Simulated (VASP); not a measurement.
Runs of VASP 6.6.1 on Tl. The structure is that of space group P6_3/mmc (No. 194), or close to it. The cells are those of the table. 

| task | cell | cutoff (eV) | gap on the mesh (eV) | pressure (GPa) |
| --- | --- | --- | --- | --- |
| single point | a = 3.570, b = 3.570, c = 5.528 Å, angles 90.0, 90.0, 120.0°, 2 atoms | 520 | none | -0.9 |
| single point | a = 3.439, b = 3.439, c = 5.434 Å, angles 90.0, 90.0, 120.0°, 2 atoms | 520 | none | (b) |
| relaxation of shape and atoms at fixed volume | relaxed from a = 3.355, b = 3.355, c = 5.345 Å, angles 90.0, 90.0, 120.0°, 2 atoms | 600 | none | 5.8 |
| single point | a = 3.649, b = 3.649, c = 5.650 Å, angles 90.0, 90.0, 120.0°, 2 atoms | 520 | none | -2.4 |
| single point | a = 3.393, b = 3.393, c = 5.405 Å, angles 90.0, 90.0, 120.0°, 2 atoms | 520 | none | 3.8 |
| single point | a = 3.499, b = 3.499, c = 5.418 Å, angles 90.0, 90.0, 120.0°, 2 atoms | 520 | none | 1.0 |
| single point | a = 3.456, b = 3.456, c = 5.525 Å, angles 90.0, 90.0, 120.0°, 2 atoms | 520 | none | (a) |
| single point | a = 3.353, b = 3.353, c = 5.352 Å, angles 90.0, 90.0, 120.0°, 2 atoms | 520 | none | 5.7 |

Alike in all rows: level PBE+D3(BJ); potentials or basis VASP PAW PBE potentials, release 64 (Tl_d); no spin polarisation; k mesh 15 × 15 × 8; smearing gaussian 0.1 eV.

Q: Estimate the missing entries.

A: (a) 1.1; (b) 2.3.

Caveats: spin-orbit coupling is left out, which moves the levels of the heavy elements; the cell stands under pressure (at least some runs).

A k mesh can miss the band edges, and the runs leave out spin-orbit coupling on Tl.

A gap of «none» marks levels without a gap at the run's occupations.
